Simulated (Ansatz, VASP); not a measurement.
Pd: VASP beside Ansatz

File POSCAR:

```
Pd
1.0
    0.0000000000      1.9742705017      1.9742705017
    1.9742705017      0.0000000000      1.9742705017
    1.9742705017      1.9742705017      0.0000000000
Pd
1
Direct
    0.0000000000      0.0000000000      0.0000000000
```

File INCAR.step1:

```
SYSTEM = Pd
PREC = Accurate ; ENCUT = 520
ISMEAR = 0 ; SIGMA = 0.05
LREAL = .False. ; LASPH = .True.
NELM = 100 ; NBANDS = 11
GGA = PE ; ALGO = Normal
EDIFF = 1E-4 ; LWAVE = .True.
LCHARG = .False.
```

INCAR.step2

```
SYSTEM = Pd
PREC = Accurate ; ENCUT = 520
EDIFF = 1E-6 ; ISMEAR = 0
SIGMA = 0.05 ; LREAL = .False.
LASPH = .True. ; NELM = 100
ALGO = Normal ; ISIF = 2
LWAVE = .False. ; LCHARG = .False.
METAGGA = R2SCAN ; LMIXTAU = .True.
NBANDS = 11 ; ISTART = 1
```

Contents of KPOINTS:

```
regular mesh
0
Gamma
  20 20 20
  0 0 0
```

Input for Ansatz:

```yaml
crystal:
  lattice:
    - [0.0, 1.9742705017, 1.9742705017]
    - [1.9742705017, 0.0, 1.9742705017]
    - [1.9742705017, 1.9742705017, 0.0]
  atoms:
    - { symbol: Pd, position: [0.0, 0.0, 0.0] }
basis:
  ecutwfc: 500
  ecutrho_ratio: 4
kpoints:
  mp_grid: { grid: [20, 20, 20] }
hamiltonian:
  xc: r2scan
scf:
  occupations: { method: gaussian, width: 0.05 }
output:
  forces: true
  stress: true
  eigenvalues: true
```

Alike in both runs: task single point; functional r2SCAN; k mesh 20 × 20 × 20; occupations gaussian, width 0.05 eV; no spin polarisation.

```csv
,VASP,Ansatz
version,VASP 6.6.1,Ansatz 0.2.0
potentials or method,"VASP PAW PBE potentials, release 64 (Pd), cutoff 520 eV","scalar-relativistic, plane waves, PAW"
valence electrons in the cell,10,18
```

VASP gave:

```
gap on the k mesh at the Fermi level (eV) : none
pressure (GPa)                            : -4.8
```

What did Ansatz give for the same quantities?

gap on the k mesh at the Fermi level (eV): none; pressure (GPa): -5.3.

VASP's potentials were made for PBE, not for r2SCAN. A gap of «none» marks a metal or a gap that the smearing closes. VASP's potentials hold 10 valence electrons a cell and Ansatz's 18, so a difference there can come from the potentials and not from the codes.
